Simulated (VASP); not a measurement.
# Hf in VASP: settings compared

Hf is run at these levels: PBE, PBEsol, r2SCAN; tasks: single point.

All numbers are computed with VASP 6.6.1; they aren't measurements. Logs are shortened: lines on timing, memory, paths and dates and some standing lists are left out, and cuts for length are marked.

## (1) The cell of the first run

The typed cell holds 1 atom: a = 3.098 Å, b = 3.104 Å, c = 3.119 Å, α = 110.43°, β = 109.32°, γ = 107.05°.

## (2) Single point, PBE (the cell strained at random)

Contents of INCAR:

```
SYSTEM = Hf
ALGO = Normal
EDIFF = 1E-7
ENCUT = 520
GGA = PE
ISIF = 2
ISMEAR = -1
LASPH = .TRUE.
LCHARG = .FALSE.
LREAL = .FALSE.
LWAVE = .FALSE.
NBANDS = 11
NELM = 100
PREC = Accurate
SIGMA = 0.05
```

Contents of KPOINTS:

```
k-points
0
G
  10 10 10
  0 0 0
```

Contents of POSCAR:

```
Hf
1.0
   -1.7353850000      1.7880950000      1.8403380000
    1.7684040000     -1.7610630000      1.8463250000
    1.7817980000      1.8074760000     -1.8133060000
Hf
1
Direct
   -0.0165250000     -0.0068030000     -0.0104090000
```

Potentials or basis: VASP PAW PBE potentials, release 64 (Hf_pv).

Run with:

```
cat potpaw_PBE.64/Hf_pv/POTCAR > POTCAR
mpirun -np 1 vasp_std > vasp.out
```

OUTCAR:

```text
SYSTEM = Hf
   EDIFF = 1E-7
   ENCUT = 520
   GGA = PE
   ISIF = 2
   ISMEAR = -1
   LASPH = .TRUE.
   LREAL = .FALSE.
   NELM = 100
   PREC = Accurate

 ion  position               nearest neighbor table
   1  0.983  0.993  0.990-

  LATTYP: Found a triclinic cell.
 ALAT       =     3.1888002125
 B/A-ratio  =     1.6052793777
 C/A-ratio  =     0.9735430184
 COS(alpha) =     0.0036106938
 COS(beta)  =     0.3472396574
 COS(gamma) =     0.8160743891

  Lattice vectors:

 A1 = (  -1.8148170000,  -1.8345080000,  -1.8733570000)
 A2 = (  -3.5966150000,  -3.6419840000,  -0.0600510000)
 A3 = (  -1.7684040000,   1.7610630000,  -1.8463250000)

Analysis of symmetry for initial positions (statically):
=====================================================================
 Subroutine PRICEL returns:
 Original cell was already a primitive cell.

 Routine SETGRP: Setting up the symmetry group for a
 triclinic supercell.

 Subroutine GETGRP returns: Found  2 space group operations
 (whereof  1 operations were pure point group operations)
 out of a pool of  2 trial point group operations.

The static configuration has the point symmetry C_1 .
 The point group associated with its full space group is S_2 .

Analysis of symmetry for dynamics (positions and initial velocities):
=====================================================================
 Subroutine PRICEL returns:
 Original cell was already a primitive cell.

 Routine SETGRP: Setting up the symmetry group for a
 triclinic supercell.

 Subroutine GETGRP returns: Found  2 space group operations
 (whereof  1 operations were pure point group operations)
 out of a pool of  2 trial point group operations.

The dynamic configuration has the point symmetry C_1 .
 The point group associated with its full space group is S_2 .

 Subroutine INISYM returns: Found  2 space group operations
 (whereof  1 operations are pure point group operations),
 and found     1 'primitive' translations

----------------------------------------------------------------------------------------

                                     Primitive cell

  volume of cell :      23.5229

  direct lattice vectors                    reciprocal lattice vectors
    -1.735385000  1.788095000  1.840338000    -0.006114966  0.276174409  0.269277762
     1.768404000 -1.761063000  1.846325000     0.279247765 -0.005625424  0.268788220
     1.781798000  1.807476000 -1.813306000     0.278126541  0.274563642 -0.004504199

  length of vectors
     3.097690879  3.104434184  3.119271109     0.385772226  0.387631354  0.390845052

  position of ions in fractional coordinates (direct lattice)
     0.983475000  0.993197000  0.989591000

  ion indices of the primitive-cell ions
   primitive index   ion index
                 1           1

----------------------------------------------------------------------------------------

 KPOINTS: k-points

Automatic generation of k-mesh.
 Grid dimensions read from file:
 generate k-points for:   10   10   10

 Generating k-lattice:

  Cartesian coordinates                     Fractional coordinates (reciprocal lattice)
    -0.000611497  0.027617441  0.026927776     0.100000000  0.000000000 -0.000000000
     0.027924777 -0.000562542  0.026878822    -0.000000000  0.100000000  0.000000000
     0.027812654  0.027456364 -0.000450420     0.000000000 -0.000000000  0.100000000

  Length of vectors
     0.038577223  0.038763135  0.039084505

  Shift w.r.t. Gamma in fractional coordinates (k-lattice)
     0.000000000  0.000000000  0.000000000

 Subroutine IBZKPT returns following result:
 ===========================================

 Found    504 irreducible k-points:

 Following reciprocal coordinates:
            Coordinates               Weight
  0.000000  0.000000  0.000000      1.000000
  0.100000  0.000000  0.000000      2.000000
  0.200000  0.000000  0.000000      2.000000
  0.300000 -0.000000  0.000000      2.000000
  0.400000  0.000000  0.000000      2.000000
  0.500000 -0.000000  0.000000      1.000000
[... 16 lines left out ...]
 -0.400000  0.200000 -0.000000      2.000000
 -0.300000  0.200000 -0.000000      2.000000
 [... further k-points ...]
   k-points           NKPTS =    504   k-points in BZ     NKDIM =    504   number of bands    NBANDS=     11
   number of dos      NEDOS =    301   number of ions     NIONS =      1
   total plane-waves  NPLWV =  13824
   dimension x,y,z NGX =    24 NGY =   24 NGZ =   24
   dimension x,y,z NGXF=    48 NGYF=   48 NGZF=   48
   ions per type =               1
   NGX,Y,Z   is equivalent  to a cutoff of  12.88, 12.85, 12.79 a.u.
   NGXF,Y,Z  is equivalent  to a cutoff of  25.76, 25.70, 25.58 a.u.
 SYSTEM =  Hf
   PREC   = accura    normal or accurate (medium, high low for compatibility)
   ISTART =      0    job   : 0-new  1-cont  2-samecut
   ICHARG =      2    charge: 1-file 2-atom 10-const
   ISPIN  =      1    spin polarized calculation?
   LNONCOLLINEAR =      F non collinear calculations
   LSORBIT =      F    spin-orbit coupling
   LASPH  =      T    aspherical Exc in radial PAW
   ENCUT  =  520.0 eV  38.22 Ry    6.18 a.u.   5.76  5.77  5.80*2*pi/ulx,y,z
   NELM   =    100;   NELMIN=  2; NELMDL= -5     # of ELM steps
   EDIFF  = 0.1E-06   stopping-criterion for ELM
   LREAL  =      F    real-space projection
   EDIFFG = 0.1E-05   stopping-criterion for IOM
   NSW    =      0    number of steps for IOM
   IBRION =     -1    ionic relax: 0-MD 1-quasi-New 2-CG
   NFREE  =      0    steps in history (QN), initial steepest desc. (CG)
   ISIF   =      2    stress and relaxation
   ISYM   =      2    0-nonsym 1-usesym 2-fastsym
   POTIM  = 0.5000    time-step for ionic-motion
   TEBEG  =    0.0;   TEEND  =   0.0 temperature during run
   PSTRESS=    0.0 pullay stress
   NELECT =      10.0000    total number of electrons
   NUPDOWN=      -1.0000    fix difference up-down
   EMIN   =  10.00;   EMAX   =-10.00  energy-range for DOS
   EFERMI =   0.00;   METHOD = LEGACY
   ISMEAR =    -1;   SIGMA  =   0.05  broadening in eV -4-tet -1-fermi 0-gaus
   EFERMI_NEDOS =   21; number of points for ismear=-14 and -15
   IALGO  =     38    algorithm
   IMIX   =      4    mixing-type and parameters
     AMIX     =   0.40;   BMIX     =  1.00
     AMIX_MAG =   1.60;   BMIX_MAG =  1.00
  volume/ion in A,a.u.               =      23.52       158.74
  Fermi-wavevector in a.u.,A,eV,Ry     =   1.230961  2.326179 20.616428  1.515265
  Thomas-Fermi vector in A             =   2.365789
   LORBIT       =      0    0 simple, 1 ext, 2 COOP (PROOUT), +10 PAW based schemes
   GGA     = PE    functional components
   LHFCALC =     F    Hartree Fock is set to
   AEXX    =    0.0000 exact exchange contribution
   IVDW    =     0    specifies the selected vdW correction
   LEPSILON=     F    determine dielectric tensor
   LRPA    =     F    only Hartree local field effects (RPA)
 non-spin polarized calculation
  energy-cutoff  :      520.00
  volume of cell :       23.52
 maximum number of plane-waves:       648
   NGX = 11   NGY = 11   NGZ = 11

 number of electron      10.0000000 magnetization

 Free energy of the ion-electron system (eV)
  ---------------------------------------------------
  ext. energy  EPLUGINS =         0.00000000
  ---------------------------------------------------
  free energy    TOTEN  =        -9.72997016 eV

  energy without entropy =       -9.71437097  energy(sigma->0) =       -9.72217057

 E-fermi :   4.2488     XC(G=0): -11.0584

 val. band max:        4.2479871478   @ k =  -0.1000  -0.4000   0.1000
 cond. band min:       4.2532072904   @ k =   0.3000   0.1000   0.5000
 fundamental gap:      0.0052201426
 Fermi energy:         4.2488401706

 k-point     1 :       0.0000    0.0000    0.0000
  band No.  band energies     occupation
      1     -25.8164      2.00000
      2     -25.7849      2.00000
      3     -25.7807      2.00000
      4      -2.6283      2.00000
      5       5.4218      0.00000
      6       5.7065      0.00000
      7       6.0466      0.00000
      8       8.1364      0.00000
      9       8.6147      0.00000
     10      16.9449      0.00000
     11      17.2339      0.00000

 k-point     2 :       0.1000    0.0000    0.0000
  band No.  band energies     occupation
      1     -25.8741      2.00000
      2     -25.8110      2.00000
      3     -25.7844      2.00000
      4      -2.2947      2.00000
      5       5.3644      0.00000
      6       5.5133      0.00000
      7       6.3059      0.00000
      8       7.8819      0.00000
      9       8.5685      0.00000
     10      17.3379      0.00000
     11      17.4217      0.00000

 k-point     3 :       0.2000    0.0000    0.0000
  band No.  band energies     occupation
      1     -26.0463      2.00000
      2     -25.8643      2.00000
      3     -25.7836      2.00000
      4      -1.3797      2.00000
      5       4.9599      0.00000
      6       5.0181      0.00000
      7       7.2100      0.00000
      8       7.6940      0.00000
      9       8.5669      0.00000
     10      17.3041      0.00000
     11      17.6280      0.00000

 k-point     4 :       0.3000   -0.0000    0.0000
  band No.  band energies     occupation
      1     -26.2555      2.00000
      2     -25.9257      2.00000
      3     -25.7826      2.00000
      4      -0.1825      2.00000
      5       4.4690      0.02417
      6       4.4949      0.01447
      7       7.9018      0.00000
      8       8.6617      0.00000
      9       8.7201      0.00000
     10      16.3074      0.00000
     11      16.6792      0.00000
[... 239 lines left out ...]
 k-point    22 :       0.5000    0.2000    0.0000
  band No.  band energies     occupation
      1     -26.3981      2.00000
      2     -26.0551      2.00000
      3     -25.8522      2.00000
      4       1.7055      2.00000
      5       3.6720      1.99998
      6       4.2704      0.78787
      7       7.9416      0.00000
      8       9.0333      0.00000
      9      11.3895      0.00000
     10      13.4198      0.00000
     11      16.5909      0.00000

 k-point    23 :      -0.4000    0.2000   -0.0000
  band No.  band energies     occupation
      1     -26.3209      2.00000
      2     -25.9812      2.00000
      3     -25.8421      2.00000
      4       0.7270      2.00000
      5       3.9245      1.99696
      6       4.4088      0.07843
      7       7.6910      0.00000
      8       8.9986      0.00000
      9       9.6398      0.00000
     10      15.4391      0.00000
     11      17.3160      0.00000

 k-point    24 :      -0.3000    0.2000   -0.0000
  band No.  band energies     occupation
      1     -26.1827      2.00000
      2     -25.9252      2.00000
      3     -25.8202      2.00000
      4      -0.4267      2.00000
      5       4.4925      0.01519
      6       4.7887      0.00004
      7       7.6367      0.00000
      8       7.9918      0.00000
      9       8.6632      0.00000
     10      17.1627      0.00000
     11      17.3424      0.00000

 [... further k-points ...]
[... 5 lines left out ...]
  --------------------------------------------------------------------------------------
  -------------------------------------------------------------------------------------
  Total       -0.8791248     -0.7832595     -0.6178328     -0.1740803     -0.1137158     -0.1380610
  in kB      -59.8782902    -53.3487834    -42.0813689    -11.8568270     -7.7453271     -9.4035046
  external PRESSURE =     -51.7694808 kB  Pullay stress =       0.0000000 kB

 VOLUME and BASIS-vectors are now :
 -----------------------------------------------------------------------------
  energy-cutoff  :      520.00
  volume of cell :       23.52
      direct lattice vectors                 reciprocal lattice vectors
    -1.735385000  1.788095000  1.840338000    -0.006114966  0.276174409  0.269277762
     1.768404000 -1.761063000  1.846325000     0.279247765 -0.005625424  0.268788220
     1.781798000  1.807476000 -1.813306000     0.278126541  0.274563642 -0.004504199

 POSITION                                       TOTAL-FORCE (eV/Angst)
 -----------------------------------------------------------------------------------
      1.81292      1.79813      1.84926         0.000000      0.000000      0.000000
 -----------------------------------------------------------------------------------
    total drift:                                0.000001     -0.000003     -0.000001

  FREE ENERGIE OF THE ION-ELECTRON SYSTEM (eV)
  ---------------------------------------------------
  free  energy   TOTEN  =        -9.7299701643 eV

  energy  without entropy=       -9.7143709707  energy(sigma->0) =       -9.72217057
```

It took 31 s on 1 thread of Intel Xeon 6975P-C (Granite Rapids), shared host; peak memory 0.24 GiB.

Results:

```
Free energy            : -9.7300 eV
Pressure               : -5.2 GPa
Band gap on the k mesh : zero (band 5 reaches 5.47 eV, above the bottom of band 6 at 3.57 eV)
```

Stress tensor (GPa, compression positive):
```
-5.99 -1.19 -0.94
-1.19 -5.33 -0.77
-0.94 -0.77 -4.21
```

Levels at points of the mesh, in eV from the Fermi level:
```
           k point  band 3  band 4  band 5  band 6  band 7  band 8
(0.00, 0.00, 0.00)  -30.03   -6.88    1.17    1.46    1.80    3.89
(0.50, 0.00, 0.00)  -30.03   -3.29   -0.26    0.71    3.74    4.87
(0.00, 0.50, 0.00)  -30.04   -3.27   -0.41    0.76    3.90    5.03
(0.50, 0.50, 0.00)  -30.06   -3.15   -0.60    1.17    4.06    4.87
(0.00, 0.00, 0.50)  -30.05   -3.25   -0.69    0.85    4.34    5.18
(0.50, 0.00, 0.50)  -30.05   -3.20   -0.35    0.98    3.71    4.81
(0.00, 0.50, 0.50)  -30.04   -3.23   -0.22    0.88    3.60    4.69
(0.50, 0.50, 0.50)  -30.47   -2.42   -2.32    6.05    6.36    6.47
```

Caveat: the cell differs from its parent crystal (the cell strained at random); spin-orbit coupling is left out, which moves the levels of the heavy elements.

[end of part 1 of 2]
